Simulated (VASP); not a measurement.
# Cu in VASP: further runs

Aim: see how the results for Cu move with the level of theory and the settings. Levels: PBE, PBEsol+U. Tasks: single point.

All numbers are computed with VASP 6.6.1; they aren't measurements. Logs are shortened: lines on timing, memory, paths and dates and some standing lists are left out, and cuts for length are marked.

**1. The cell of the first run**

The cell holds a slab with vacuum, 3 atoms: a = 2.567 Å, b = 2.567 Å, c = 19.630 Å, α = 90.00°, β = 90.00°, γ = 90.00°.

**2. Single point, PBE**

Contents of INCAR:

```
SYSTEM = Cu
ALGO     = Normal         ! electronic algorithm
EDIFF    = 1E-6           ! SCF threshold, eV
ENCUT    = 520            ! plane-wave cutoff, eV
GGA      = PE             ! functional
ISIF     = 2              ! what is computed and relaxed
ISMEAR   = -1             ! smearing method
LASPH    = .TRUE.         ! aspherical terms in the spheres
LCHARG   = .FALSE.        ! write CHGCAR
LREAL    = .FALSE.        ! projectors in reciprocal space
LWAVE    = .FALSE.        ! write WAVECAR
NBANDS   = 24             ! bands
NELM     = 100            ! most SCF steps
PREC     = Accurate       ! precision mode
SIGMA    = 0.1            ! smearing width, eV
```

Contents of KPOINTS:

```
k-points
0
G
  14 14 1
  0 0 0
```

Contents of POSCAR:

```
Cu
1.0
    2.5665139637      0.0000000000      0.0000000000
    0.0000000000      2.5665139637      0.0000000000
    0.0000000000      0.0000000000     19.6296000000
Cu
3
Direct
    0.0000000000      0.0000000000      0.4099484592
    0.5000000000      0.5000000000      0.4999999064
    0.0000000000      0.0000000000      0.5900516344
```

Potentials or basis: VASP PAW PBE potentials, release 64 (Cu).

Command:

```bash
$ cat potpaw_PBE.64/Cu/POTCAR > POTCAR
$ mpirun -np 1 vasp_std > vasp.out
```

OUTCAR:

```text
SYSTEM = Cu
   EDIFF = 1E-6
   ENCUT = 520
   GGA = PE
   ISIF = 2
   ISMEAR = -1
   LASPH = .TRUE.
   LREAL = .FALSE.
   NELM = 100
   PREC = Accurate

 ion  position               nearest neighbor table
   1  0.000  0.000  0.410-   2 2.53   2 2.53   2 2.53   2 2.53
   2  0.500  0.500  0.500-   1 2.53   1 2.53   1 2.53   1 2.53   3 2.53   3 2.53   3 2.53   3 2.53

   3  0.000  0.000  0.590-   2 2.53   2 2.53   2 2.53   2 2.53

  LATTYP: Found a simple tetragonal cell.
 ALAT       =     2.5665139637
 C/A-ratio  =     7.6483511400

  Lattice vectors:

 A1 = (   2.5665139637,   0.0000000000,   0.0000000000)
 A2 = (   0.0000000000,   2.5665139637,   0.0000000000)
 A3 = (   0.0000000000,   0.0000000000,  19.6296000000)

Analysis of symmetry for initial positions (statically):
=====================================================================
 Subroutine PRICEL returns:
 Original cell was already a primitive cell.

 Routine SETGRP: Setting up the symmetry group for a
 simple tetragonal supercell.

 Subroutine GETGRP returns: Found 16 space group operations
 (whereof 16 operations were pure point group operations)
 out of a pool of 16 trial point group operations.

The static configuration has the point symmetry D_4h.

Analysis of symmetry for dynamics (positions and initial velocities):
=====================================================================
 Subroutine PRICEL returns:
 Original cell was already a primitive cell.

 Routine SETGRP: Setting up the symmetry group for a
 simple tetragonal supercell.

 Subroutine GETGRP returns: Found 16 space group operations
 (whereof 16 operations were pure point group operations)
 out of a pool of 16 trial point group operations.

The dynamic configuration has the point symmetry D_4h.

 Subroutine INISYM returns: Found 16 space group operations
 (whereof 16 operations are pure point group operations),
 and found     1 'primitive' translations

----------------------------------------------------------------------------------------

                                     Primitive cell

  volume of cell :     129.3001

  direct lattice vectors                    reciprocal lattice vectors
     2.566513964  0.000000000  0.000000000     0.389633571  0.000000000  0.000000000
     0.000000000  2.566513964  0.000000000     0.000000000  0.389633571  0.000000000
     0.000000000  0.000000000 19.629600000     0.000000000  0.000000000  0.050943473

  length of vectors
     2.566513964  2.566513964 19.629600000     0.389633571  0.389633571  0.050943473

  position of ions in fractional coordinates (direct lattice)
     0.000000000  0.000000000  0.409948459
     0.500000000  0.500000000  0.499999906
     0.000000000  0.000000000  0.590051634

  ion indices of the primitive-cell ions
   primitive index   ion index
                 1           1
                 2           2
                 3           3

----------------------------------------------------------------------------------------

 KPOINTS: k-points

Automatic generation of k-mesh.
 Grid dimensions read from file:
 generate k-points for:   14   14    1

 Generating k-lattice:

  Cartesian coordinates                     Fractional coordinates (reciprocal lattice)
     0.027830969  0.000000000  0.000000000     0.071428571  0.000000000  0.000000000
     0.000000000  0.027830969  0.000000000     0.000000000  0.071428571  0.000000000
     0.000000000  0.000000000  0.050943473     0.000000000  0.000000000  1.000000000

  Length of vectors
     0.027830969  0.027830969  0.050943473

  Shift w.r.t. Gamma in fractional coordinates (k-lattice)
     0.000000000  0.000000000  0.000000000

 Subroutine IBZKPT returns following result:
 ===========================================

 Found     36 irreducible k-points:

 Following reciprocal coordinates:
            Coordinates               Weight
  0.000000  0.000000  0.000000      1.000000
  0.071429  0.000000  0.000000      4.000000
  0.142857  0.000000  0.000000      4.000000
  0.214286  0.000000  0.000000      4.000000
  0.285714  0.000000  0.000000      4.000000
  0.357143  0.000000  0.000000      4.000000
[... 16 lines left out ...]
  0.285714  0.214286  0.000000      8.000000
  0.357143  0.214286  0.000000      8.000000
 [... further k-points ...]
   k-points           NKPTS =     36   k-points in BZ     NKDIM =     36   number of bands    NBANDS=     24
   number of dos      NEDOS =    301   number of ions     NIONS =      3
   total plane-waves  NPLWV =  60000
   dimension x,y,z NGX =    20 NGY =   20 NGZ =  150
   dimension x,y,z NGXF=    40 NGYF=   40 NGZF=  300
   ions per type =               3
   NGX,Y,Z   is equivalent  to a cutoff of  12.95, 12.95, 12.70 a.u.
   NGXF,Y,Z  is equivalent  to a cutoff of  25.91, 25.91, 25.41 a.u.
 SYSTEM =  Cu
   PREC   = accura    normal or accurate (medium, high low for compatibility)
   ISTART =      0    job   : 0-new  1-cont  2-samecut
   ICHARG =      2    charge: 1-file 2-atom 10-const
   ISPIN  =      1    spin polarized calculation?
   LNONCOLLINEAR =      F non collinear calculations
   LSORBIT =      F    spin-orbit coupling
   LASPH  =      T    aspherical Exc in radial PAW
   ENCUT  =  520.0 eV  38.22 Ry    6.18 a.u.   4.77  4.77 36.50*2*pi/ulx,y,z
   NELM   =    100;   NELMIN=  2; NELMDL= -5     # of ELM steps
   EDIFF  = 0.1E-05   stopping-criterion for ELM
   LREAL  =      F    real-space projection
   EDIFFG = 0.1E-04   stopping-criterion for IOM
   NSW    =      0    number of steps for IOM
   IBRION =     -1    ionic relax: 0-MD 1-quasi-New 2-CG
   NFREE  =      0    steps in history (QN), initial steepest desc. (CG)
   ISIF   =      2    stress and relaxation
   ISYM   =      2    0-nonsym 1-usesym 2-fastsym
   POTIM  = 0.5000    time-step for ionic-motion
   TEBEG  =    0.0;   TEEND  =   0.0 temperature during run
   PSTRESS=    0.0 pullay stress
   NELECT =      33.0000    total number of electrons
   NUPDOWN=      -1.0000    fix difference up-down
   EMIN   =  10.00;   EMAX   =-10.00  energy-range for DOS
   EFERMI =   0.00;   METHOD = LEGACY
   ISMEAR =    -1;   SIGMA  =   0.10  broadening in eV -4-tet -1-fermi 0-gaus
   EFERMI_NEDOS =   21; number of points for ismear=-14 and -15
   IALGO  =     38    algorithm
   IMIX   =      4    mixing-type and parameters
     AMIX     =   0.40;   BMIX     =  1.00
     AMIX_MAG =   1.60;   BMIX_MAG =  1.00
  volume/ion in A,a.u.               =      43.10       290.85
  Fermi-wavevector in a.u.,A,eV,Ry     =   1.038436  1.962360 14.671845  1.078350
  Thomas-Fermi vector in A             =   2.172921
   LORBIT       =      0    0 simple, 1 ext, 2 COOP (PROOUT), +10 PAW based schemes
   GGA     = PE    functional components
   LHFCALC =     F    Hartree Fock is set to
   AEXX    =    0.0000 exact exchange contribution
   IVDW    =     0    specifies the selected vdW correction
   LEPSILON=     F    determine dielectric tensor
   LRPA    =     F    only Hartree local field effects (RPA)
 non-spin polarized calculation
  energy-cutoff  :      520.00
  volume of cell :      129.30
 maximum number of plane-waves:      3510
 NGX is ok and might be reduce to    20
   NGX =  9   NGY =  9   NGZ = 73

 number of electron      32.9999955 magnetization

 Free energy of the ion-electron system (eV)
  ---------------------------------------------------
  ext. energy  EPLUGINS =         0.00000000
  ---------------------------------------------------
  free energy    TOTEN  =       -10.00353000 eV

  energy without entropy =       -9.96772077  energy(sigma->0) =       -9.98562538

 E-fermi :  -1.2093     XC(G=0):  -4.4657

 val. band max:       -1.2637380139   @ k =   0.5000   0.0714   0.0000
 cond. band min:      -1.2050526740   @ k =   0.5000   0.0000   0.0000
 fundamental gap:      0.0586853399
 Fermi energy:        -1.2092699729

 k-point     1 :       0.0000    0.0000    0.0000
  band No.  band energies     occupation
      1      -9.5650      2.00000
      2      -7.0078      2.00000
      3      -5.8220      2.00000
      4      -5.3223      2.00000
      5      -4.5266      2.00000
      6      -4.1493      2.00000
[... 16 lines left out ...]
     23       5.8540      0.00000
     24       6.6486      0.00000

 k-point     2 :       0.0714    0.0000    0.0000
  band No.  band energies     occupation
      1      -9.4455      2.00000
      2      -6.9037      2.00000
      3      -5.7537      2.00000
      4      -5.2929      2.00000
      5      -4.5152      2.00000
      6      -4.1228      2.00000
[... 16 lines left out ...]
     23       5.9760      0.00000
     24       6.7518      0.00000

 k-point     3 :       0.1429    0.0000    0.0000
  band No.  band energies     occupation
      1      -9.0930      2.00000
      2      -6.6125      2.00000
      3      -5.5712      2.00000
      4      -5.2032      2.00000
      5      -4.4753      2.00000
      6      -4.0514      2.00000
[... 16 lines left out ...]
     23       6.3411      0.00000
     24       7.0591      0.00000

 k-point     4 :       0.2143    0.0000    0.0000
  band No.  band energies     occupation
      1      -8.5282      2.00000
      2      -6.2153      2.00000
      3      -5.3517      2.00000
      4      -5.0413      2.00000
      5      -4.3710      2.00000
      6      -4.0122      2.00000
[... 16 lines left out ...]
     23       6.6182      0.00000
     24       6.9446      0.00000

 k-point     5 :       0.2857    0.0000    0.0000
  band No.  band energies     occupation
      1      -7.7964      2.00000
      2      -5.8802      2.00000
      3      -5.1961      2.00000
      4      -4.8105      2.00000
      5      -4.1962      2.00000
      6      -3.8999      2.00000
[... 451 lines left out ...]
 k-point    22 :       0.2143    0.2143    0.0000
  band No.  band energies     occupation
      1      -7.5630      2.00000
      2      -5.5201      2.00000
      3      -4.9684      2.00000
      4      -4.8099      2.00000
      5      -4.6339      2.00000
      6      -4.0906      2.00000
[... 16 lines left out ...]
     23       6.9552      0.00000
     24       8.0279      0.00000

 k-point    23 :       0.2857    0.2143    0.0000
  band No.  band energies     occupation
      1      -6.9185      2.00000
      2      -5.3124      2.00000
      3      -4.8779      2.00000
      4      -4.6896      2.00000
      5      -4.6756      2.00000
      6      -4.1533      2.00000
[... 16 lines left out ...]
     23       6.9439      0.00000
     24       7.6924      0.00000

 k-point    24 :       0.3571    0.2143    0.0000
  band No.  band energies     occupation
      1      -6.2640      2.00000
      2      -5.3043      2.00000
      3      -4.9121      2.00000
      4      -4.6805      2.00000
      5      -4.6289      2.00000
      6      -4.1268      2.00000
[... 16 lines left out ...]
     23       7.6898      0.00000
     24       7.9623      0.00000

 [... further k-points ...]
[... 5 lines left out ...]
  --------------------------------------------------------------------------------------
  -------------------------------------------------------------------------------------
  Total       -1.1168141     -1.1168141      0.0943056      0.0000000     -0.0000000     -0.0000000
  in kB      -13.8386186    -13.8386186      1.1685558      0.0000000     -0.0000000     -0.0000000
  external PRESSURE =      -8.8362271 kB  Pullay stress =       0.0000000 kB

 VOLUME and BASIS-vectors are now :
 -----------------------------------------------------------------------------
  energy-cutoff  :      520.00
  volume of cell :      129.30
      direct lattice vectors                 reciprocal lattice vectors
     2.566513964  0.000000000  0.000000000     0.389633571  0.000000000  0.000000000
     0.000000000  2.566513964  0.000000000     0.000000000  0.389633571  0.000000000
     0.000000000  0.000000000 19.629600000     0.000000000  0.000000000  0.050943473

 POSITION                                       TOTAL-FORCE (eV/Angst)
 -----------------------------------------------------------------------------------
      0.00000      0.00000      8.04712        -0.000000      0.000000     -0.029744
      1.28326      1.28326      9.81480        -0.000000      0.000000      0.000000
      0.00000      0.00000     11.58248         0.000000     -0.000000      0.029744
 -----------------------------------------------------------------------------------
    total drift:                               -0.000000      0.000000      0.000102

  FREE ENERGIE OF THE ION-ELECTRON SYSTEM (eV)
  ---------------------------------------------------
  free  energy   TOTEN  =       -10.0035299964 eV

  energy  without entropy=       -9.9677207677  energy(sigma->0) =       -9.98562538
```

Wall time 2 min (1 thread of Intel Xeon 6975P-C, shared host); peak memory 0.28 GiB.

What came out:

```yaml
Free_energy: -10.0035 eV
Largest_force: 0.030 eV/Å
```

Forces in eV/Å, atoms in the order of the input:
```
Cu   0.000  0.000 -0.030
Cu   0.000  0.000  0.000
Cu   0.000  0.000  0.030
```

**3. Single point, PBEsol+U**

Contents of INCAR:

```
PREC = Accurate ; ENCUT = 520
EDIFF = 1E-6 ; ISMEAR = -1
SIGMA = 0.1 ; LREAL = False
LASPH = True ; NELM = 200
ALGO = Normal ; ISIF = 2
LWAVE = False ; LCHARG = False
LMAXMIX = 4 ; LDAU = True
LDAUTYPE = 2 ; LDAUL = 2
LDAUU = 5 ; LDAUJ = 0
LDAUPRINT = 1 ; LDIPOL = True
IDIPOL = 3 ; DIPOL = 0.5 0.5 0.500
GGA = PS ; NBANDS = 24
GGA_COMPAT = False ; NELMDL = -8
```

Contents of KPOINTS:

```
Automatic mesh
0
Gamma
  14 14 1
```

POSCAR is that of step 2.

Potentials or basis: VASP PAW PBE potentials, release 64 (Cu).

Command:

```bash
$ cat potpaw_PBE.64/Cu/POTCAR > POTCAR
$ mpirun -np 1 vasp_std > vasp.out
```

Run time: 4.6 min. Hardware: 1 thread of Intel Xeon 8259CL, shared host; peak memory 0.27 GiB.

The run converged. Its results:

```yaml
Free_energy: -6.5566 eV
Largest_force: 0.393 eV/Å
```

Forces in eV/Å, atoms in the order of the input:
```
Cu   0.000  0.000  0.393
Cu   0.000  0.000  0.000
Cu   0.000  0.000 -0.393
```

Levels at points of the mesh, in eV from the Fermi level:
| k point | band 15 | band 16 | band 17 | band 18 | band 19 | band 20 |
| --- | --- | --- | --- | --- | --- | --- |
| (0.00, 0.00, 0.00) | -2.39 | -2.37 | -2.37 | -0.80 | 1.49 | 4.21 |
| (0.50, 0.00, 0.00) | -2.42 | -0.39 | -0.11 | 0.37 | 3.08 | 4.26 |
| (0.50, 0.50, 0.00) | -2.00 | 3.26 | 3.26 | 6.33 | 6.33 | 7.53 |

Eigenvalues of the final occupation matrices:
| site | spin | trace | eigenvalues |
| --- | --- | --- | --- |
| site 1 d | 1 | 4.70 | 0.93 0.94 0.94 0.94 0.95 |
| site 1 d | 2 | 4.70 | 0.93 0.94 0.94 0.94 0.95 |
| site 2 d | 1 | 4.68 | 0.93 0.94 0.94 0.94 0.95 |
| site 2 d | 2 | 4.68 | 0.93 0.94 0.94 0.94 0.95 |
| site 3 d | 1 | 4.70 | 0.93 0.94 0.94 0.94 0.95 |
| site 3 d | 2 | 4.70 | 0.93 0.94 0.94 0.94 0.95 |

Caveat: the PAW data sets were made with another functional, which shifts forces and pressure a little; U without spin polarisation on a metal has little footing; the U is typed as a test and isn't derived for this compound.
